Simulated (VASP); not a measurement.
## CuO: single point with PBEsol+U

Crystal: CuO.

```
Cu O
1.0
     0.00000    2.09731    2.09726
     2.09744    0.00000    2.09726
     2.09744    2.09731    0.00000
Cu O
1 1
Direct
  0.00000 0.00000 0.00000
  0.50000 0.50000 0.50000
```

```
Program                : VASP 6.6.1
Task                   : single point
Functional             : PBEsol
Potentials or basis    : VASP PAW PBE potentials, release 64 (Cu, O)
Cutoff                 : 520 eV
k mesh                 : 11 × 11 × 11
Occupations            : fermi-dirac, width 0.05 eV
Spin                   : no spin polarisation
Hubbard terms          : Cu d U = 5.3 eV
Dipole correction      : no
Further INCAR settings : ALGO = Normal; EDIFF = 1e-06; NBANDS = 16
```

```yaml
Pressure: -7.6 GPa
Band_gap_on_the_k_mesh: zero (an odd number of electrons rules out a gap without spin polarisation)
```

Levels at points of the mesh, in eV from the Fermi level:
```tsv
k point	band 6	band 7	band 8	band 9	band 10	band 11	band 12	band 13
(0.00, 0.00, 0.00)	-2.69	-1.93	-1.93	-1.93	2.31	18.65	18.65	18.65
```

Eigenvalues of the final occupation matrices:
```tsv
site	spin	trace	eigenvalues
site 1 d	1	4.67	0.88 0.88 0.97 0.97 0.97
site 1 d	2	4.67	0.88 0.88 0.97 0.97 0.97
```

It took 58 s on 1 thread of Intel Xeon 8259CL (shared host), peak memory 0.19 GiB.

Caveat: the cell stands under tension; the PAW data sets were made with another functional, which shifts forces and pressure a little; an odd number of electrons without spin polarisation forces a metal; a magnetic or distorted state may lie lower; U without spin polarisation on a metal has little footing.
